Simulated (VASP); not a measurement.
# MgO in VASP: notebook

MgO is run at these levels: HSE06, PBE; tasks: single point.

Program: VASP 6.6.1. These are calculated values, not measurements. Logs are shortened: lines on timing, memory, paths and dates and some standing lists are left out, and cuts for length are marked.

## (1) The cell of the first run

Symmetry: Fm-3m, No. 225, cubic system. Conventional cell: a = 4.309 Å, b = 4.309 Å, c = 4.309 Å, α = 90.00°, β = 90.00°, γ = 90.00°. Within 2.9 Å of Mg (site symmetry m-3m) lie 6 O at 2.15 Å. O (site symmetry m-3m) has 6 Mg at 2.15 Å within 2.9 Å.

## (2) Single point, HSE06 (strain +2.5%)

File POSCAR:

```
MgO
1.0
    0.0000000000      2.1547216021      2.1547216021
    2.1547216021      0.0000000000      2.1547216021
    2.1547216021      2.1547216021      0.0000000000
Mg O
1 1
Direct
    0.0000000000      0.0000000000      0.0000000000
    0.5000000000      0.5000000000      0.5000000000
```

File INCAR.step1:

```
SYSTEM = MgO
PREC = Accurate ; ENCUT = 520
EDIFF = 1E-5 ; ISMEAR = 0
SIGMA = 0.01 ; LREAL = .FALSE.
LASPH = .TRUE. ; NELM = 80
ALGO = Normal ; ISIF = 2
LWAVE = .TRUE. ; LCHARG = .FALSE.
NBANDS = 11 ; GGA = PE
```

File INCAR.step2:

```
SYSTEM = MgO
PREC = Accurate ; ENCUT = 520
EDIFF = 1E-7 ; ISMEAR = 0
SIGMA = 0.01 ; LREAL = .FALSE.
LASPH = .TRUE. ; NELM = 80
ALGO = Normal ; ISIF = 2
LWAVE = .FALSE. ; LCHARG = .FALSE.
GGA = PE ; LHFCALC = .TRUE.
HFSCREEN = 0.2079 ; PRECFOCK = Normal
NBANDS = 11 ; ISTART = 1
```

File KPOINTS:

```
Automatic mesh
0
G
  8 8 8
  0 0 0
```

Potentials or basis: VASP PAW PBE potentials, release 64 (Mg, O).

On the command line:

```
$ cat potpaw_PBE.64/Mg/POTCAR potpaw_PBE.64/O/POTCAR > POTCAR
$ cp INCAR.step1 INCAR
$ mpirun -np 1 vasp_std > vasp.out
$ cp INCAR.step2 INCAR
$ mpirun -np 1 vasp_std > vasp.out
```

OUTCAR:

```text
SYSTEM = MgO
   PREC = Accurate
   ENCUT = 520
   EDIFF = 1E-7
   ISMEAR = 0
   LREAL = .FALSE.
   LASPH = .TRUE.
   NELM = 80
   ISIF = 2
   GGA = PE
   LHFCALC = .TRUE.
   HFSCREEN = 0.2079
   PRECFOCK = Normal
   ISTART = 1

 ion  position               nearest neighbor table
   1  0.000  0.000  0.000-   2 2.15   2 2.15   2 2.15   2 2.15   2 2.15   2 2.15
   2  0.500  0.500  0.500-   1 2.15   1 2.15   1 2.15   1 2.15   1 2.15   1 2.15

  LATTYP: Found a face centered cubic cell.
 ALAT       =     4.3094432042

  Lattice vectors:

 A1 = (   0.0000000000,   2.1547216021,   2.1547216021)
 A2 = (   2.1547216021,   0.0000000000,   2.1547216021)
 A3 = (   2.1547216021,   2.1547216021,   0.0000000000)

Analysis of symmetry for initial positions (statically):
=====================================================================
 Subroutine PRICEL returns:
 Original cell was already a primitive cell.

 Routine SETGRP: Setting up the symmetry group for a
 face centered cubic supercell.

 Subroutine GETGRP returns: Found 48 space group operations
 (whereof 48 operations were pure point group operations)
 out of a pool of 48 trial point group operations.

The static configuration has the point symmetry O_h .

Analysis of symmetry for dynamics (positions and initial velocities):
=====================================================================
 Subroutine PRICEL returns:
 Original cell was already a primitive cell.

 Routine SETGRP: Setting up the symmetry group for a
 face centered cubic supercell.

 Subroutine GETGRP returns: Found 48 space group operations
 (whereof 48 operations were pure point group operations)
 out of a pool of 48 trial point group operations.

The dynamic configuration has the point symmetry O_h .

 Subroutine INISYM returns: Found 48 space group operations
 (whereof 48 operations are pure point group operations),
 and found     1 'primitive' translations

----------------------------------------------------------------------------------------

                                     Primitive cell

  volume of cell :      20.0080

  direct lattice vectors                    reciprocal lattice vectors
     0.000000000  2.154721602  2.154721602    -0.232048539  0.232048539  0.232048539
     2.154721602  0.000000000  2.154721602     0.232048539 -0.232048539  0.232048539
     2.154721602  2.154721602  0.000000000     0.232048539  0.232048539 -0.232048539

  length of vectors
     3.047236513  3.047236513  3.047236513     0.401919860  0.401919860  0.401919860

  position of ions in fractional coordinates (direct lattice)
     0.000000000  0.000000000  0.000000000
     0.500000000  0.500000000  0.500000000

  ion indices of the primitive-cell ions
   primitive index   ion index
                 1           1
                 2           2

----------------------------------------------------------------------------------------

 KPOINTS: Automatic mesh

Automatic generation of k-mesh.
 Grid dimensions read from file:
 generate k-points for:    8    8    8

 Generating k-lattice:

  Cartesian coordinates                     Fractional coordinates (reciprocal lattice)
    -0.029006067  0.029006067  0.029006067     0.125000000  0.000000000  0.000000000
     0.029006067 -0.029006067  0.029006067     0.000000000  0.125000000  0.000000000
     0.029006067  0.029006067 -0.029006067     0.000000000  0.000000000  0.125000000

  Length of vectors
     0.050239982  0.050239982  0.050239982

  Shift w.r.t. Gamma in fractional coordinates (k-lattice)
     0.000000000  0.000000000  0.000000000

 Subroutine IBZKPT returns following result:
 ===========================================

 Found     29 irreducible k-points:

 Following reciprocal coordinates:
            Coordinates               Weight
  0.000000  0.000000  0.000000      1.000000
  0.125000  0.000000  0.000000      8.000000
  0.250000  0.000000  0.000000      8.000000
  0.375000  0.000000  0.000000      8.000000
  0.500000  0.000000  0.000000      4.000000
  0.125000  0.125000  0.000000      6.000000
[... 16 lines left out ...]
  0.500000  0.250000  0.125000     48.000000
 -0.375000  0.250000  0.125000     24.000000
 [... further k-points ...]
   k-points           NKPTS =     29   k-points in BZ     NKDIM =    512   number of bands    NBANDS=     11
   number of dos      NEDOS =    301   number of ions     NIONS =      2
   total plane-waves  NPLWV =  13824
   dimension x,y,z NGX =    24 NGY =   24 NGZ =   24
   dimension x,y,z NGXF=    48 NGYF=   48 NGZF=   48
   ions per type =               1   1
   NGX,Y,Z   is equivalent  to a cutoff of  13.09, 13.09, 13.09 a.u.
   NGXF,Y,Z  is equivalent  to a cutoff of  26.19, 26.19, 26.19 a.u.
 SYSTEM =  MgO
   PREC   = accura    normal or accurate (medium, high low for compatibility)
   ISTART =      1    job   : 0-new  1-cont  2-samecut
   ICHARG =      0    charge: 1-file 2-atom 10-const
   ISPIN  =      1    spin polarized calculation?
   LNONCOLLINEAR =      F non collinear calculations
   LSORBIT =      F    spin-orbit coupling
   LASPH  =      T    aspherical Exc in radial PAW
   ENCUT  =  520.0 eV  38.22 Ry    6.18 a.u.   5.67  5.67  5.67*2*pi/ulx,y,z
   NELM   =     80;   NELMIN=  2; NELMDL=  0     # of ELM steps
   EDIFF  = 0.1E-06   stopping-criterion for ELM
   LREAL  =      F    real-space projection
   EDIFFG = 0.1E-05   stopping-criterion for IOM
   NSW    =      0    number of steps for IOM
   IBRION =     -1    ionic relax: 0-MD 1-quasi-New 2-CG
   NFREE  =      0    steps in history (QN), initial steepest desc. (CG)
   ISIF   =      2    stress and relaxation
   ISYM   =      3    0-nonsym 1-usesym 2-fastsym
   POTIM  = 0.5000    time-step for ionic-motion
   TEBEG  =    0.0;   TEEND  =   0.0 temperature during run
   PSTRESS=    0.0 pullay stress
   NELECT =       8.0000    total number of electrons
   NUPDOWN=      -1.0000    fix difference up-down
   EMIN   =  10.00;   EMAX   =-10.00  energy-range for DOS
   EFERMI =   0.00;   METHOD = LEGACY
   ISMEAR =     0;   SIGMA  =   0.01  broadening in eV -4-tet -1-fermi 0-gaus
   EFERMI_NEDOS =   21; number of points for ismear=-14 and -15
   IALGO  =     38    algorithm
   IMIX   =      1    mixing-type and parameters
     AMIX     =   0.40;   BMIX     =  1.00
     AMIX_MAG =   1.60;   BMIX_MAG =  1.00
  volume/ion in A,a.u.               =      10.00        67.51
  Fermi-wavevector in a.u.,A,eV,Ry     =   1.206064  2.279130 19.790901  1.454590
  Thomas-Fermi vector in A             =   2.341742
   LORBIT       =      0    0 simple, 1 ext, 2 COOP (PROOUT), +10 PAW based schemes
   GGA     = PE    functional components
   LHFCALC =     T    Hartree Fock is set to
   PRECFOCK=normal    Normal, Fast or Accurate (Low or Medium for compatibility)
   ENCUT4O =  -1.0   cutoff for four orbital integrals eV
   NKREDX  =     1    reduce k-point grid by
   NKREDY  =     1    reduce k-point grid by
   NKREDZ  =     1    reduce k-point grid by
   AEXX    =    0.2500 exact exchange contribution
   HFSCREEN=    0.2079 screening length (either q_TF or 0.3 A-1)
   HFSCREENC=   0.2079 screening length for correlation (either q_TF or 0.3 A-1)
   ENCUTFOCK=  -1.0 apply spherical cutoff to Coloumb kernel
   IVDW    =     0    specifies the selected vdW correction
   LEPSILON=     F    determine dielectric tensor
   LRPA    =     F    only Hartree local field effects (RPA)
 non-spin polarized calculation
 Gauss-broadening in eV      SIGMA  =   0.01
  energy-cutoff  :      520.00
  volume of cell :       20.01
 maximum number of plane-waves:       553
  NGX = 18; NGY = 18; NGZ = 18

 number of electron       7.9999998 magnetization

 Free energy of the ion-electron system (eV)
  ---------------------------------------------------
  ext. energy  EPLUGINS =         0.00000000
  ---------------------------------------------------
  free energy    TOTEN  =       -14.15566771 eV

  energy without entropy =      -14.15566771  energy(sigma->0) =      -14.15566771

 E-fermi :   1.5710     XC(G=0):  -8.8458

 val. band max:        1.4752546975   @ k =   0.0000   0.0000   0.0000
 cond. band min:       7.2099913333   @ k =   0.0000   0.0000   0.0000
 fundamental gap:      5.7347366358
 Fermi energy:         1.5709815482

 k-point     1 :       0.0000    0.0000    0.0000
  band No.  band energies     occupation
      1     -17.0057      2.00000
      2       1.4753      2.00000
      3       1.4753      2.00000
      4       1.4753      2.00000
      5       7.2100      0.00000
      6      18.7890      0.00000
      7      18.7890      0.00000
      8      18.7890      0.00000
      9      22.5304      0.00000
     10      24.3926      0.00000
     11      24.3926      0.00000

 k-point     2 :       0.1250    0.0000    0.0000
  band No.  band energies     occupation
      1     -16.8538      2.00000
      2       0.5307      2.00000
      3       1.3753      2.00000
      4       1.3753      2.00000
      5       8.1436      0.00000
      6      17.1070      0.00000
      7      19.1281      0.00000
      8      19.1281      0.00000
      9      23.3064      0.00000
     10      23.3064      0.00000
     11      24.5715      0.00000

 k-point     3 :       0.2500    0.0000    0.0000
  band No.  band energies     occupation
      1     -16.4624      2.00000
      2      -1.1905      2.00000
      3       1.1440      2.00000
      4       1.1440      2.00000
      5       9.6962      0.00000
      6      15.5387      0.00000
      7      19.5199      0.00000
      8      19.5199      0.00000
      9      22.9386      0.00000
     10      22.9386      0.00000
     11      24.4952      0.00000

 k-point     4 :       0.3750    0.0000    0.0000
  band No.  band energies     occupation
      1     -16.0279      2.00000
      2      -2.6010      2.00000
      3       0.9256      2.00000
      4       0.9256      2.00000
      5      10.5317      0.00000
      6      15.2908      0.00000
      7      19.2396      0.00000
      8      19.2396      0.00000
      9      23.7232      0.00000
     10      24.3074      0.00000
     11      24.3074      0.00000

 k-point     5 :       0.5000    0.0000    0.0000
  band No.  band energies     occupation
      1     -15.8319      2.00000
      2      -3.1445      2.00000
      3       0.8386      2.00000
      4       0.8386      2.00000
      5      10.6699      0.00000
      6      15.5013      0.00000
      7      19.0431      0.00000
      8      19.0431      0.00000
      9      23.4334      0.00000
     10      25.3705      0.00000
     11      25.3705      0.00000
[... 211 lines left out ...]
 k-point    21 :       0.5000    0.5000    0.0000
  band No.  band energies     occupation
      1     -15.5827      2.00000
      2      -2.6173      2.00000
      3       0.1038      2.00000
      4       0.1038      2.00000
      5      12.1970      0.00000
      6      12.5403      0.00000
      7      16.0526      0.00000
      8      21.7505      0.00000
      9      21.7505      0.00000
     10      27.8316      0.00000
     11      29.6417      0.00000

 k-point    22 :       0.3750    0.2500    0.1250
  band No.  band energies     occupation
      1     -16.1820      2.00000
      2      -1.5477      2.00000
      3       0.3306      2.00000
      4       0.8693      2.00000
      5      11.1439      0.00000
      6      14.4987      0.00000
      7      17.7800      0.00000
      8      20.3255      0.00000
      9      21.0026      0.00000
     10      25.2593      0.00000
     11      28.3366      0.00000

 k-point    23 :       0.5000    0.2500    0.1250
  band No.  band energies     occupation
      1     -15.8400      2.00000
      2      -2.2351      2.00000
      3      -0.2348      2.00000
      4       0.6177      2.00000
      5      12.2581      0.00000
      6      14.6068      0.00000
      7      16.6063      0.00000
      8      19.8883      0.00000
      9      22.5233      0.00000
     10      25.1857      0.00000
     11      28.5523      0.00000

 k-point    24 :      -0.3750    0.2500    0.1250
  band No.  band energies     occupation
      1     -15.6896      2.00000
      2      -2.5223      2.00000
      3      -0.4382      2.00000
      4       0.4966      2.00000
      5      12.4958      0.00000
      6      15.1062      0.00000
      7      16.1932      0.00000
      8      19.6250      0.00000
      9      23.2950      0.00000
     10      24.8508      0.00000
     11      28.7162      0.00000

 [... further k-points ...]
[... 5 lines left out ...]
  --------------------------------------------------------------------------------------
  -------------------------------------------------------------------------------------
  Total       -1.4102168     -1.4102168     -1.4102168     -0.0000000      0.0000000      0.0000000
  in kB     -112.9257472   -112.9257472   -112.9257472     -0.0000000      0.0000000      0.0000000
  external PRESSURE =    -112.9257472 kB  Pullay stress =       0.0000000 kB

 VOLUME and BASIS-vectors are now :
 -----------------------------------------------------------------------------
  energy-cutoff  :      520.00
  volume of cell :       20.01
      direct lattice vectors                 reciprocal lattice vectors
     0.000000000  2.154721602  2.154721602    -0.232048539  0.232048539  0.232048539
     2.154721602  0.000000000  2.154721602     0.232048539 -0.232048539  0.232048539
     2.154721602  2.154721602  0.000000000     0.232048539  0.232048539 -0.232048539

 POSITION                                       TOTAL-FORCE (eV/Angst)
 -----------------------------------------------------------------------------------
      0.00000      0.00000      0.00000         0.000000     -0.000000      0.000000
      2.15472      2.15472      2.15472        -0.000000      0.000000      0.000000
 -----------------------------------------------------------------------------------
    total drift:                               -0.000000     -0.000001     -0.000001

  FREE ENERGIE OF THE ION-ELECTRON SYSTEM (eV)
  ---------------------------------------------------
  free  energy   TOTEN  =       -14.1556677070 eV

  energy  without entropy=      -14.1556677070  energy(sigma->0) =      -14.15566771
```

Wall time 20 min (1 thread of Intel Xeon Platinum 8559C (Emerald Rapids), shared host); peak memory 0.26 GiB.

What came out:

- Free energy: -14.1557 eV
- Pressure: -11.3 GPa
- Band gap on the k mesh: 5.73 eV

Levels at points of the mesh, in eV from the valence-band top:
```csv
k point,band 1,band 2,band 3,band 4,band 5,band 6,band 7,band 8,band 9
"(0.00, 0.00, 0.00)",-18.48,0.00,0.00,0.00,5.73,17.31,17.31,17.31,21.06
"(0.50, 0.00, 0.00)",-17.31,-4.62,-0.64,-0.64,9.19,14.03,17.57,17.57,21.96
"(0.50, 0.50, 0.00)",-17.06,-4.09,-1.37,-1.37,10.72,11.06,14.58,20.28,20.28
```

Caveat: the cell differs from its parent crystal (strain +2.5%); the cell stands under tension; the PAW data sets were made with another functional, which shifts forces and pressure a little.

## (3) Single point, HSE06 (uniaxial x strain +2.5%)

File POSCAR:

```
MgO
1.0
    0.0000000000      2.1021674167      2.1021674167
    2.1547216021      0.0000000000      2.1021674167
    2.1547216021      2.1021674167      0.0000000000
Mg O
1 1
Direct
    0.0000000000      0.0000000000      0.0000000000
    0.5000000000      0.5000000000      0.5000000000
```

File INCAR.step1:

```
SYSTEM = MgO
  PREC = Accurate
  ENCUT = 520
  EDIFF = 1E-5
  ISMEAR = 0
  SIGMA = 0.01
  LREAL = .FALSE.
  LASPH = .TRUE.
  NELM = 60
  ALGO = Normal
  ISIF = 2
  LWAVE = .TRUE.
  LCHARG = .FALSE.
  GGA = PE
  NBANDS = 11
```

File INCAR.step2:

```
SYSTEM = MgO
  PREC = Accurate
  ENCUT = 520
  EDIFF = 1E-6
  ISMEAR = 0
  SIGMA = 0.01
  LREAL = .FALSE.
  LASPH = .TRUE.
  NELM = 60
  ALGO = Normal
  ISIF = 2
  LWAVE = .FALSE.
  LCHARG = .FALSE.
  GGA = PE
  LHFCALC = .TRUE.
  HFSCREEN = 0.2079
  PRECFOCK = Normal
  ISTART = 1
  NBANDS = 11
```

File KPOINTS:

```
regular mesh
0
G
  8 8 8
  0 0 0
```

Potentials or basis: VASP PAW PBE potentials, release 64 (Mg, O).

On the command line:

```
$ cat potpaw_PBE.64/Mg/POTCAR potpaw_PBE.64/O/POTCAR > POTCAR
$ cp INCAR.step1 INCAR
$ mpirun -np 1 vasp_std > vasp.out
$ cp INCAR.step2 INCAR
$ mpirun -np 1 vasp_std > vasp.out
```

OUTCAR:

```text
SYSTEM = MgO
   PREC = Accurate
   ENCUT = 520
   EDIFF = 1E-6
   ISMEAR = 0
   LREAL = .FALSE.
   LASPH = .TRUE.
   NELM = 60
   ISIF = 2
   GGA = PE
   LHFCALC = .TRUE.
   HFSCREEN = 0.2079
   PRECFOCK = Normal
   ISTART = 1

 ion  position               nearest neighbor table
   1  0.000  0.000  0.000-   2 2.10   2 2.10   2 2.10   2 2.10   2 2.15   2 2.15
   2  0.500  0.500  0.500-   1 2.10   1 2.10   1 2.10   1 2.10   1 2.15   1 2.15

  LATTYP: Found a body centered tetragonal cell.
 ALAT       =     2.9729136711
[... 527 lines left out ...]
      6      15.6278      0.00000
      7      19.2198      0.00000
      8      21.1153      0.00000
      9      22.9054      0.00000
     10      25.1045      0.00000
     11      26.9908      0.00000

 [... further k-points ...]
[... 5 lines left out ...]
  --------------------------------------------------------------------------------------
  -------------------------------------------------------------------------------------
  Total       -0.8570780     -0.3531687     -0.3531687      0.0000000      0.0000000     -0.0000000
  in kB      -72.1066255    -29.7123487    -29.7123487      0.0000000      0.0000000     -0.0000000
  external PRESSURE =     -43.8437743 kB  Pullay stress =       0.0000000 kB

 VOLUME and BASIS-vectors are now :
 -----------------------------------------------------------------------------
  energy-cutoff  :      520.00
  volume of cell :       19.04
      direct lattice vectors                 reciprocal lattice vectors
     0.000000000  2.102167417  2.102167417    -0.232048539  0.237849753  0.237849753
     2.154721602  0.000000000  2.102167417     0.232048539 -0.237849753  0.237849753
     2.154721602  2.102167417  0.000000000     0.232048539  0.237849753 -0.237849753

 POSITION                                       TOTAL-FORCE (eV/Angst)
 -----------------------------------------------------------------------------------
      0.00000      0.00000      0.00000         0.000000      0.000000     -0.000000
      2.15472      2.10217      2.10217         0.000000     -0.000000      0.000000
 -----------------------------------------------------------------------------------
    total drift:                               -0.000292     -0.000005      0.000006

  FREE ENERGIE OF THE ION-ELECTRON SYSTEM (eV)
  ---------------------------------------------------
  free  energy   TOTEN  =       -14.1989112733 eV

  energy  without entropy=      -14.1989112733  energy(sigma->0) =      -14.19891127
```

OUTCAR.step1:

```text
SYSTEM = MgO
   PREC = Accurate
   ENCUT = 520
   EDIFF = 1E-5
   ISMEAR = 0
   LREAL = .FALSE.
   LASPH = .TRUE.
[... 559 lines left out ...]
      0.00000      0.00000      0.00000         0.000000     -0.000000      0.000000
      2.15472      2.10217      2.10217        -0.000000      0.000000     -0.000000
 -----------------------------------------------------------------------------------
    total drift:                               -0.000000     -0.000000      0.000000

  FREE ENERGIE OF THE ION-ELECTRON SYSTEM (eV)
  ---------------------------------------------------
  free  energy   TOTEN  =       -11.9068941872 eV

  energy  without entropy=      -11.9068941872  energy(sigma->0) =      -11.90689419
```

It took 51 min on 1 thread of Intel Xeon Platinum 8375C at 2.90GHz (Ice Lake), shared host; peak memory 0.27 GiB.

What came out:

```yaml
Free_energy: -14.1989 eV
Pressure: -4.4 GPa
Band_gap_on_the_k_mesh: 6.19 eV
```

Caveat: the cell differs from its parent crystal (uniaxial x strain +2.5%); the cell stands under tension; the PAW data sets were made with another functional, which shifts forces and pressure a little.

[end of part 1 of 2]
